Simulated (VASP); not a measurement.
# Sc (Fm-3m) in VASP: settings compared

Aim: see how the results for Sc move with the level of theory and the settings. Levels: r2SCAN, r2SCAN0. Tasks: single point, relaxation of cell and atoms.

Everything below comes from runs of VASP 6.6.1. Logs are shortened: lines on timing, memory, paths and dates and some standing lists are left out, and cuts for length are marked.

**1. The cell of the first run**

The structure is cubic, space group Fm-3m (No. 225). Conventional cell: a = 4.832 Å, b = 4.832 Å, c = 4.832 Å, α = 90.00°, β = 90.00°, γ = 90.00°. Sc (site symmetry m-3m) has 12 Sc at 3.42 Å within 4.5 Å.

This isn't the form of Sc at room conditions, which is hcp.

**2. Single point, r2SCAN (28.21 Å³/atom)**

POSCAR

```
Sc
1.0
    0.0000000000      2.4160872223      2.4160872223
    2.4160872223      0.0000000000      2.4160872223
    2.4160872223      2.4160872223      0.0000000000
Sc
1
Direct
    0.0000000000      0.0000000000      0.0000000000
```

INCAR.step1

```
SYSTEM = Sc
PREC = Accurate ; ENCUT = 520
ISMEAR = -1 ; SIGMA = 0.1
LREAL = .FALSE. ; LASPH = .TRUE.
NELM = 100 ; NBANDS = 12
GGA = PE ; ALGO = Normal
EDIFF = 1E-4 ; LWAVE = .TRUE.
LCHARG = .FALSE.
```

INCAR.step2

```
SYSTEM = Sc
PREC = Accurate ; ENCUT = 520
EDIFF = 1E-7 ; ISMEAR = -1
SIGMA = 0.1 ; LREAL = .FALSE.
LASPH = .TRUE. ; NELM = 100
ALGO = Normal ; ISIF = 2
LWAVE = .FALSE. ; LCHARG = .TRUE.
METAGGA = R2SCAN ; LMIXTAU = .TRUE.
LELF = .TRUE. ; LVHAR = .TRUE.
NBANDS = 12 ; ISTART = 1
```

KPOINTS

```
regular mesh
0
G
  13 13 13
  0 0 0
```

Potentials or basis: VASP PAW PBE potentials, release 64 (Sc_sv).

Started as:

```bash
$ cat potpaw_PBE.64/Sc_sv/POTCAR > POTCAR
$ cp INCAR.step1 INCAR
$ mpirun -np 1 vasp_std > vasp.out
$ cp INCAR.step2 INCAR
$ mpirun -np 1 vasp_std > vasp.out
```

OUTCAR:

```text
SYSTEM = Sc
   PREC = Accurate
   ENCUT = 520
   EDIFF = 1E-7
   ISMEAR = -1
   LREAL = .FALSE.
   LASPH = .TRUE.
   NELM = 100
   ISIF = 2
   METAGGA = R2SCAN
   ISTART = 1

 ion  position               nearest neighbor table
   1  0.000  0.000  0.000-

  LATTYP: Found a face centered cubic cell.
 ALAT       =     4.8321744446

  Lattice vectors:

 A1 = (   0.0000000000,   2.4160872223,   2.4160872223)
 A2 = (   2.4160872223,   0.0000000000,   2.4160872223)
 A3 = (   2.4160872223,   2.4160872223,   0.0000000000)

Analysis of symmetry for initial positions (statically):
=====================================================================
 Subroutine PRICEL returns:
 Original cell was already a primitive cell.

 Routine SETGRP: Setting up the symmetry group for a
 face centered cubic supercell.

 Subroutine GETGRP returns: Found 48 space group operations
 (whereof 48 operations were pure point group operations)
 out of a pool of 48 trial point group operations.

The static configuration has the point symmetry O_h .

Analysis of symmetry for dynamics (positions and initial velocities):
=====================================================================
 Subroutine PRICEL returns:
 Original cell was already a primitive cell.

 Routine SETGRP: Setting up the symmetry group for a
 face centered cubic supercell.

 Subroutine GETGRP returns: Found 48 space group operations
 (whereof 48 operations were pure point group operations)
 out of a pool of 48 trial point group operations.

The dynamic configuration has the point symmetry O_h .

 Subroutine INISYM returns: Found 48 space group operations
 (whereof 48 operations are pure point group operations),
 and found     1 'primitive' translations

----------------------------------------------------------------------------------------

                                     Primitive cell

  volume of cell :      28.2077

  direct lattice vectors                    reciprocal lattice vectors
     0.000000000  2.416087222  2.416087222    -0.206946171  0.206946171  0.206946171
     2.416087222  0.000000000  2.416087222     0.206946171 -0.206946171  0.206946171
     2.416087222  2.416087222  0.000000000     0.206946171  0.206946171 -0.206946171

  length of vectors
     3.416863318  3.416863318  3.416863318     0.358441283  0.358441283  0.358441283

  position of ions in fractional coordinates (direct lattice)
     0.000000000  0.000000000  0.000000000

  ion indices of the primitive-cell ions
   primitive index   ion index
                 1           1

----------------------------------------------------------------------------------------

 KPOINTS: regular mesh

Automatic generation of k-mesh.
 Grid dimensions read from file:
 generate k-points for:   13   13   13

 Generating k-lattice:

  Cartesian coordinates                     Fractional coordinates (reciprocal lattice)
    -0.015918936  0.015918936  0.015918936     0.076923077  0.000000000  0.000000000
     0.015918936 -0.015918936  0.015918936     0.000000000  0.076923077  0.000000000
     0.015918936  0.015918936 -0.015918936     0.000000000  0.000000000  0.076923077

  Length of vectors
     0.027572406  0.027572406  0.027572406

  Shift w.r.t. Gamma in fractional coordinates (k-lattice)
     0.000000000  0.000000000  0.000000000

 Subroutine IBZKPT returns following result:
 ===========================================

 Found     84 irreducible k-points:

 Following reciprocal coordinates:
            Coordinates               Weight
  0.000000  0.000000  0.000000      1.000000
  0.076923  0.000000  0.000000      8.000000
  0.153846  0.000000  0.000000      8.000000
  0.230769  0.000000  0.000000      8.000000
  0.307692  0.000000  0.000000      8.000000
  0.384615  0.000000  0.000000      8.000000
[... 16 lines left out ...]
  0.384615  0.153846  0.000000     24.000000
  0.461538  0.153846  0.000000     24.000000
 [... further k-points ...]
   k-points           NKPTS =     84   k-points in BZ     NKDIM =     84   number of bands    NBANDS=     12
   number of dos      NEDOS =    301   number of ions     NIONS =      1
   total plane-waves  NPLWV =  21952
   dimension x,y,z NGX =    28 NGY =   28 NGZ =   28
   dimension x,y,z NGXF=    56 NGYF=   56 NGZF=   56
   ions per type =               1
   NGX,Y,Z   is equivalent  to a cutoff of  13.62, 13.62, 13.62 a.u.
   NGXF,Y,Z  is equivalent  to a cutoff of  27.25, 27.25, 27.25 a.u.
 SYSTEM =  Sc
   PREC   = accura    normal or accurate (medium, high low for compatibility)
   ISTART =      1    job   : 0-new  1-cont  2-samecut
   ICHARG =      0    charge: 1-file 2-atom 10-const
   ISPIN  =      1    spin polarized calculation?
   LNONCOLLINEAR =      F non collinear calculations
   LSORBIT =      F    spin-orbit coupling
   LASPH  =      T    aspherical Exc in radial PAW
   ENCUT  =  520.0 eV  38.22 Ry    6.18 a.u.   6.35  6.35  6.35*2*pi/ulx,y,z
   NELM   =    100;   NELMIN=  2; NELMDL=  0     # of ELM steps
   EDIFF  = 0.1E-06   stopping-criterion for ELM
   LREAL  =      F    real-space projection
   EDIFFG = 0.1E-05   stopping-criterion for IOM
   NSW    =      0    number of steps for IOM
   IBRION =     -1    ionic relax: 0-MD 1-quasi-New 2-CG
   NFREE  =      0    steps in history (QN), initial steepest desc. (CG)
   ISIF   =      2    stress and relaxation
   ISYM   =      2    0-nonsym 1-usesym 2-fastsym
   POTIM  = 0.5000    time-step for ionic-motion
   TEBEG  =    0.0;   TEEND  =   0.0 temperature during run
   PSTRESS=    0.0 pullay stress
   NELECT =      11.0000    total number of electrons
   NUPDOWN=      -1.0000    fix difference up-down
   EMIN   =  10.00;   EMAX   =-10.00  energy-range for DOS
   EFERMI =   0.00;   METHOD = LEGACY
   ISMEAR =    -1;   SIGMA  =   0.10  broadening in eV -4-tet -1-fermi 0-gaus
   EFERMI_NEDOS =   21; number of points for ismear=-14 and -15
   IALGO  =     38    algorithm
   IMIX   =      4    mixing-type and parameters
     AMIX     =   0.40;   BMIX     =  1.00
     AMIX_MAG =   1.60;   BMIX_MAG =  1.00
  volume/ion in A,a.u.               =      28.21       190.36
  Fermi-wavevector in a.u.,A,eV,Ry     =   1.196051  2.260209 19.463659  1.430539
  Thomas-Fermi vector in A             =   2.332001
   LORBIT       =      0    0 simple, 1 ext, 2 COOP (PROOUT), +10 PAW based schemes
   METAGGA = R2SCAN    functional components
   LHFCALC =     F    Hartree Fock is set to
   AEXX    =    0.0000 exact exchange contribution
   IVDW    =     0    specifies the selected vdW correction
   LEPSILON=     F    determine dielectric tensor
   LRPA    =     F    only Hartree local field effects (RPA)
 non-spin polarized calculation
  energy-cutoff  :      520.00
  volume of cell :       28.21
 maximum number of plane-waves:       770
 NGX is ok and might be reduce to    28
   NGX = 13   NGY = 13   NGZ = 13

 number of electron      10.9999998 magnetization

 Free energy of the ion-electron system (eV)
  ---------------------------------------------------
  ext. energy  EPLUGINS =         0.00000000
  ---------------------------------------------------
  free energy    TOTEN  =       -11.28055099 eV

  energy without entropy =      -11.21447748  energy(sigma->0) =      -11.24751424

 E-fermi :   3.0296     XC(G=0): -10.0479

 val. band max:        3.0169762994   @ k =  -0.3077   0.2308   0.0769
 cond. band min:       3.0523441706   @ k =  -0.3846   0.0769   0.0000
 fundamental gap:      0.0353678712
 Fermi energy:         3.0295592394

 k-point     1 :       0.0000    0.0000    0.0000
  band No.  band energies     occupation
      1     -48.9299      2.00000
      2     -26.4199      2.00000
      3     -26.4199      2.00000
      4     -26.4198      2.00000
      5      -2.2758      2.00000
      6       4.6083      0.00000
      7       4.6083      0.00000
      8       4.6083      0.00000
      9       5.8354      0.00000
     10       5.8354      0.00000
     11      15.3126      0.00000
     12      18.4491      0.00000

 k-point     2 :       0.0769    0.0000    0.0000
  band No.  band energies     occupation
      1     -48.9280      2.00000
      2     -26.4349      2.00000
      3     -26.4218      2.00000
      4     -26.4218      2.00000
      5      -2.1356      2.00000
      6       4.5066      0.00000
      7       4.6564      0.00000
      8       4.6564      0.00000
      9       5.8028      0.00000
     10       5.8028      0.00000
     11      15.3657      0.00000
     12      17.2899      0.00000

 k-point     3 :       0.1538    0.0000    0.0000
  band No.  band energies     occupation
      1     -48.9226      2.00000
      2     -26.4764      2.00000
      3     -26.4274      2.00000
      4     -26.4273      2.00000
      5      -1.7260      2.00000
      6       4.2381      0.00001
      7       4.7615      0.00000
      8       4.7615      0.00000
      9       5.7531      0.00000
     10       5.7531      0.00000
     11      14.7952      0.00000
     12      16.1409      0.00000

 k-point     4 :       0.2308    0.0000    0.0000
  band No.  band energies     occupation
      1     -48.9149      2.00000
      2     -26.5344      2.00000
      3     -26.4351      2.00000
      4     -26.4351      2.00000
      5      -1.0817      2.00000
      6       3.8830      0.00039
      7       4.8052      0.00000
      8       4.8052      0.00000
      9       5.8204      0.00000
     10       5.8204      0.00000
     11      13.0936      0.00000
     12      15.8961      0.00000

 k-point     5 :       0.3077    0.0000    0.0000
  band No.  band energies     occupation
      1     -48.9068      2.00000
      2     -26.5952      2.00000
      3     -26.4433      2.00000
      4     -26.4433      2.00000
      5      -0.2701      2.00000
      6       3.5152      0.01544
      7       4.7255      0.00000
      8       4.7255      0.00000
      9       6.0637      0.00000
     10       6.0637      0.00000
     11      11.3977      0.00000
     12      15.4696      0.00000
[... 228 lines left out ...]
      1     -48.9144      2.00000
      2     -26.5121      2.00000
      3     -26.4496      2.00000
      4     -26.4477      2.00000
      5      -1.0747      2.00000
      6       3.8250      0.00070
      7       4.8828      0.00000
      8       5.0420      0.00000
      9       5.3003      0.00000
     10       6.0751      0.00000
     11      14.5968      0.00000
     12      15.8686      0.00000

 k-point    22 :       0.3077    0.1538    0.0000
  band No.  band energies     occupation
      1     -48.9072      2.00000
      2     -26.5619      2.00000
      3     -26.4587      2.00000
      4     -26.4573      2.00000
      5      -0.3952      2.00000
      6       3.5411      0.01194
      7       4.5884      0.00000
      8       5.0792      0.00000
      9       5.6569      0.00000
     10       6.2459      0.00000
     11      12.7429      0.00000
     12      15.5187      0.00000

 k-point    23 :       0.3846    0.1538    0.0000
  band No.  band energies     occupation
      1     -48.9001      2.00000
      2     -26.6095      2.00000
      3     -26.4696      2.00000
      4     -26.4652      2.00000
      5       0.4166      2.00000
      6       3.2492      0.20019
      7       4.3362      0.00000
      8       5.0069      0.00000
      9       6.1321      0.00000
     10       6.4690      0.00000
     11      11.0178      0.00000
     12      14.9687      0.00000

 k-point    24 :       0.4615    0.1538    0.0000
  band No.  band energies     occupation
      1     -48.8949      2.00000
      2     -26.6439      2.00000
      3     -26.4821      2.00000
      4     -26.4675      2.00000
      5       1.2274      2.00000
      6       2.9388      1.42492
      7       4.2058      0.00002
      8       4.9051      0.00000
      9       6.6032      0.00000
     10       6.6449      0.00000
     11       9.6363      0.00000
     12      14.4107      0.00000

 [... further k-points ...]

------------------------ aborting loop because EDIFF is reached ----------------------------------------

  FORCE on cell =-STRESS in cart. coord.  units (eV):
  Direction    XX          YY          ZZ          XY          YZ          ZX
  --------------------------------------------------------------------------------------
  -------------------------------------------------------------------------------------
  Total       -0.8735956     -0.8735956     -0.8735956      0.0000000      0.0000000      0.0000000
  in kB      -49.6195947    -49.6195947    -49.6195947      0.0000000      0.0000000      0.0000000
  external PRESSURE =     -49.6195947 kB  Pullay stress =       0.0000000 kB

 VOLUME and BASIS-vectors are now :
 -----------------------------------------------------------------------------
  energy-cutoff  :      520.00
  volume of cell :       28.21
      direct lattice vectors                 reciprocal lattice vectors
     0.000000000  2.416087222  2.416087222    -0.206946171  0.206946171  0.206946171
     2.416087222  0.000000000  2.416087222     0.206946171 -0.206946171  0.206946171
     2.416087222  2.416087222  0.000000000     0.206946171  0.206946171 -0.206946171

 POSITION                                       TOTAL-FORCE (eV/Angst)
 -----------------------------------------------------------------------------------
      0.00000      0.00000      0.00000         0.000000      0.000000      0.000000
 -----------------------------------------------------------------------------------
    total drift:                               -0.000000     -0.000000     -0.000000

  FREE ENERGIE OF THE ION-ELECTRON SYSTEM (eV)
  ---------------------------------------------------
  free  energy   TOTEN  =       -11.2805509881 eV

  energy  without entropy=      -11.2144774839  energy(sigma->0) =      -11.24751424
```

Wall time 65 s (1 thread of Intel Xeon 6975P-C (Granite Rapids), shared host); peak memory 0.17 GiB.

What came out:

```yaml
Free_energy: -11.2806 eV
Pressure: -5.0 GPa
Band_gap_on_the_k_mesh: zero (an odd number of electrons rules out a gap without spin polarisation)
```

Levels at points of the mesh, in eV from the Fermi level:
| k point | band 1 | band 2 | band 3 | band 4 | band 5 | band 6 | band 7 | band 8 | band 9 | band 10 |
| --- | --- | --- | --- | --- | --- | --- | --- | --- | --- | --- |
| (0.00, 0.00, 0.00) | -51.96 | -29.45 | -29.45 | -29.45 | -5.31 | 1.58 | 1.58 | 1.58 | 2.81 | 2.81 |

Caveat: the cell stands under tension; the PAW data sets were made with another functional, which shifts forces and pressure a little.

**3. Single point, r2SCAN**

This run uses another cell than the first one, of 25.19 Å³/atom.

POSCAR

```
Sc
1.0
    0.0000000000      2.3265189858      2.3265189858
    2.3265189858      0.0000000000      2.3265189858
    2.3265189858      2.3265189858      0.0000000000
Sc
1
Direct
    0.0000000000      0.0000000000      0.0000000000
```

INCAR.step1

```
SYSTEM = Sc
ALGO = Normal
EDIFF = 1E-4
ENCUT = 520
GGA = PE
ISMEAR = -1
LASPH = .True.
LCHARG = .False.
LREAL = .False.
LWAVE = .True.
NBANDS = 12
NELM = 80
PREC = Accurate
SIGMA = 0.1
```

INCAR.step2

```
SYSTEM = Sc
ALGO = Normal
EDIFF = 1E-6
ENCUT = 520
ISIF = 2
ISMEAR = -1
ISTART = 1
LASPH = .True.
LCHARG = .False.
LMIXTAU = .True.
LREAL = .False.
LWAVE = .False.
METAGGA = R2SCAN
NBANDS = 12
NELM = 80
PREC = Accurate
SIGMA = 0.1
```

KPOINTS

```
k-points
0
Gamma
  19 19 19
  0 0 0
```

Potentials or basis: VASP PAW PBE potentials, release 64 (Sc_sv).

Started as:

```bash
$ cat potpaw_PBE.64/Sc_sv/POTCAR > POTCAR
$ cp INCAR.step1 INCAR
$ mpirun -np 1 vasp_std > vasp.out
$ cp INCAR.step2 INCAR
$ mpirun -np 1 vasp_std > vasp.out
```

Run time: 59 s. Hardware: 1 thread of Intel Xeon 6975P-C (Granite Rapids), shared host; peak memory 0.19 GiB.

The run converged. Its results:

| Quantity | Value |
| --- | --- |
| Free energy | -11.3291 eV |
| Pressure | 0.1 GPa |
| Band gap on the k mesh | zero (an odd number of electrons rules out a gap without spin polarisation) |

Levels at points of the mesh, in eV from the Fermi level:
```
           k point  band 2  band 3  band 4  band 5  band 6  band 7  band 8  band 9
(0.00, 0.00, 0.00)  -29.07  -29.07  -29.06   -5.54    1.76    1.76    1.76    3.18
```

Caveat: the PAW data sets were made with another functional, which shifts forces and pressure a little.

**4. Relaxation of cell and atoms, r2SCAN**

This run uses another cell than the first one, of 25.00 Å³/atom.

POSCAR

```
Sc
1.0
    0.0000000000      2.3208600778      2.3208600778
    2.3208600778      0.0000000000      2.3208600778
    2.3208600778      2.3208600778      0.0000000000
Sc
1
Direct
    0.0000000000      0.0000000000      0.0000000000
```

INCAR.step1

```
  ALGO = Normal
  EDIFF = 1E-4
  ENCUT = 600
  GGA = PE
  ISMEAR = -1
  LASPH = True
  LCHARG = False
  LREAL = False
  LWAVE = True
  NELM = 100
  PREC = Accurate
  SIGMA = 0.1
```

INCAR.step2

```
  ALGO = Normal
  EDIFF = 1E-7
  EDIFFG = -0.01
  ENCUT = 600
  IBRION = 2
  ISIF = 3
  ISMEAR = -1
  ISTART = 1
  LASPH = True
  LCHARG = False
  LMIXTAU = True
  LREAL = False
  LWAVE = False
  METAGGA = R2SCAN
  NELM = 100
  NSW = 80
  PREC = Accurate
  SIGMA = 0.1
```

KPOINTS

```
k-points
0
Gamma
  12 12 12
```

Started as:

```bash
$ cat potpaw_PBE.64/Sc_sv/POTCAR > POTCAR
$ cp INCAR.step1 INCAR
$ mpirun -np 1 vasp_std > vasp.out
$ cp INCAR.step2 INCAR
$ mpirun -np 1 vasp_std > vasp.out
```

It took 96 s on 1 thread of Intel Xeon 6975P-C (Granite Rapids), shared host; peak memory 0.18 GiB.

Results (log left out):

* Free energy: -11.3295 eV
* Relaxed volume: 25.26 Å³/atom
* Relaxed cell: a = 3.293 Å, b = 3.293 Å, c = 3.293 Å, α = 60.00°, β = 60.00°, γ = 60.00°
* Space group after relaxing (to 0.1 Å): Fm-3m (No. 225)
* Energy gained by relaxing: 0.4 meV/atom
* Ionic steps: 3
* Pressure after relaxing: 0.0 GPa
* Band gap on the k mesh: zero (an odd number of electrons rules out a gap without spin polarisation)

The path:
```csv
step,energy change (eV),largest force (eV/Å),pressure (GPa),volume (Å³)
1,0.0000,0.0000,0.55,25.00
2,-0.0004,0.0000,-0.11,25.32
3,-0.0004,0.0000,0.01,25.26
```

Final structure:
```yaml
crystal:
  lattice:
    - [0.00000, 2.32878, 2.32878]
    - [2.32878, 0.00000, 2.32878]
    - [2.32878, 2.32878, 0.00000]
  atoms:
    - { symbol: Sc, position: [0.00000, 0.00000, 0.00000] }
```

Levels at points of the mesh, in eV from the Fermi level:
```
           k point  band 2  band 3  band 4  band 5  band 6  band 7  band 8  band 9
(0.00, 0.00, 0.00)  -29.08  -29.08  -29.08   -5.53    1.75    1.75    1.75    3.17
(0.50, 0.00, 0.00)  -29.45  -29.13  -29.13   -1.81    0.00    1.65    1.65    4.04
(0.50, 0.50, 0.00)  -29.43  -29.21  -29.21   -1.53   -0.56    1.78    4.05    4.26
```

Caveat: the PAW data sets were made with another functional, which shifts forces and pressure a little.

**5. Single point, r2SCAN, non-collinear spin, zero start, spin-orbit coupling**

This run uses another cell than the first one, of 25.19 Å³/atom.

POSCAR

```
Sc
1.0
    0.0000000000      2.3265189858      2.3265189858
    2.3265189858      0.0000000000      2.3265189858
    2.3265189858      2.3265189858      0.0000000000
Sc
1
Direct
    0.0000000000      0.0000000000      0.0000000000
```

INCAR.step1

```
PREC = Accurate
ENCUT = 520
ISMEAR = -1
SIGMA = 0.1
LREAL = F
LASPH = T
NELM = 150
MAGMOM = 0 0 0
LSORBIT = T
GGA_COMPAT = F
LMAXMIX = 4
NBANDS = 22
GGA = PE
ALGO = Normal
EDIFF = 1E-4
LWAVE = T
LCHARG = F
```

INCAR.step2

```
PREC = Accurate
ENCUT = 520
EDIFF = 1E-6
ISMEAR = -1
SIGMA = 0.1
LREAL = F
LASPH = T
NELM = 150
ALGO = Normal
ISIF = 2
LWAVE = F
LCHARG = F
MAGMOM = 0 0 0
LORBIT = 11
LSORBIT = T
GGA_COMPAT = F
LORBMOM = T
LMAXMIX = 4
METAGGA = R2SCAN
LMIXTAU = T
NBANDS = 22
ISTART = 1
```

KPOINTS

```
Automatic mesh
0
Gamma
  12 12 12
```

Started as:

```bash
$ cat potpaw_PBE.64/Sc_sv/POTCAR > POTCAR
$ cp INCAR.step1 INCAR
$ mpirun -np 1 vasp_ncl > vasp.out
$ cp INCAR.step2 INCAR
$ mpirun -np 1 vasp_ncl > vasp.out
```

Run time: 2.3 min. Hardware: 1 thread of Intel Xeon 6975P-C (Granite Rapids), shared host; peak memory 0.25 GiB.

It converged, with:

- Free energy: -11.3328 eV
- Pressure: 0.1 GPa
- Net moment: 0.00 μB per cell
- Valence electrons inside the program's atomic spheres: Sc 9.32

Moments on the atoms (μB; x, y, z):
```
Sc  0.00 0.00 0.00
```

Caveat: the PAW data sets were made with another functional, which shifts forces and pressure a little.

(Part 1 of 2 ends here.)

The gap in the log of VASP goes by the Fermi energy; the results here count the filled bands.